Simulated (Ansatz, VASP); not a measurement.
BiPt in VASP and in Ansatz

Contents of INCAR:

```
PREC = Accurate
ENCUT = 520
EDIFF = 1E-7
ISMEAR = -1
SIGMA = 0.05
LREAL = F
LASPH = T
NELM = 80
ALGO = Normal
ISIF = 2
LWAVE = F
LCHARG = T
GGA = CA
LELF = T
LVHAR = T
NBANDS = 33
```

File KPOINTS:

```
regular mesh
0
Gamma
  9 9 6
```

POSCAR

```
BiPt
1.0
    4.2718501640      0.0000000000      0.0000000000
   -2.1359250821      3.6995307632      0.0000000000
    0.0000000000      0.0000000000      5.4900000000
Bi Pt
2 2
Direct
    0.3333333333      0.6666666667      0.2500000000
    0.6666666667      0.3333333333      0.7500000000
    0.0000000000      0.0000000000      0.0000000000
    0.0000000000      0.0000000000      0.5000000000
```

Input for Ansatz:

```yaml
crystal:
  lattice:
    - [4.271850164, 0.0, 0.0]
    - [-2.1359250821, 3.6995307632, 0.0]
    - [0.0, 0.0, 5.49]
  atoms:
    - { symbol: Bi, position: [0.3333333333, 0.6666666667, 0.25] }
    - { symbol: Bi, position: [0.6666666667, 0.3333333333, 0.75] }
    - { symbol: Pt, position: [0.0, 0.0, 0.0] }
    - { symbol: Pt, position: [0.0, 0.0, 0.5] }
kpoints:
  mp_grid: { grid: [9, 9, 6] }
  band_path:
    path:
      - [0.0, 0.0, 0.0]
      - [0.5, 0.0, 0.0]
      - [0.3333333333, 0.3333333333, 0.0]
      - [0.0, 0.0, 0.0]
      - [0.0, 0.0, 0.5]
      - [0.5, 0.0, 0.5]
      - [0.3333333333, 0.3333333333, 0.5]
      - [0.0, 0.0, 0.5]
      - [0.5, 0.0, 0.5]
    npoints: 5
scf:
  occupations: { method: fermi_dirac, width: 0.05 }
hamiltonian:
  xc: lda
  pseudopotentials: { kind: all_electron, lapw: { basis_error: 0.0005 } }
output:
  forces: true
  stress: true
  eigenvalues: true
```

Change from the starting cell: equal xx and yy strain of -1 %.

Alike in both runs: task single point; functional LDA; k mesh 9 × 9 × 6; occupations fermi-dirac, width 0.05 eV; no spin polarisation.

|  | VASP | Ansatz |
| --- | --- | --- |
| version | VASP 6.6.1 | Ansatz 0.2.0 |
| potentials or method | VASP PAW LDA potentials, release 64 (Bi_d, Pt), cutoff 520 eV | all-electron LAPW, scalar-relativistic |

```tsv
	VASP	Ansatz	Ansatz less VASP
pressure (GPa)	2.8	2.5	-0.36
traceless stress, the component that is largest in VASP (GPa)	-1.26	-1.37	-0.119
```

LDA's correlation is that of Perdew and Zunger in VASP and of Perdew and Wang (1992) in Ansatz. Ansatz ran all-electron here, and VASP with PAW potentials.

Neither program's run includes spin-orbit coupling.
